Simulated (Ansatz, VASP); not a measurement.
# SrO: VASP beside Ansatz

```xyz
2
Lattice="0.0000 2.6726 2.5698 2.6726 0.0000 2.5698 2.6726 2.6726 0.0000" Properties=species:S:1:pos:R:3 pbc="T T T"
Sr    0.0000    0.0000    0.0000
O     2.6726    2.6726    2.5698
```

Change from the starting cell: strain +0.040 along x and y, +0.000 along z, atoms carried along.

Alike in both runs: task single point; functional r2SCAN; k mesh 8 × 8 × 8; occupations gaussian, width 0.05 eV; no spin polarisation.

```csv
,VASP,Ansatz
version,VASP 6.6.1,Ansatz 0.2.0
potentials or method,"VASP PAW PBE potentials, release 64 (Sr_sv, O), cutoff 520 eV","scalar-relativistic, plane waves, PAW"
valence electrons in the cell,16,16
```

|  | VASP | Ansatz | Ansatz less VASP |
| --- | --- | --- | --- |
| gap on the k mesh at the Fermi level (eV) | 3.59 | 3.64 | +0.047 |
| least direct gap on the mesh (eV) | 3.85 | 3.88 | +0.035 |
| pressure (GPa) | -4.7 | -5.1 | -0.40 |
| traceless stress, the component that is largest in VASP (GPa) | 2.68 | 2.54 | -0.146 |

VASP's potentials were made for PBE, not for r2SCAN. With one functional, cell and mesh, what is left measures potentials, basis and numerics.
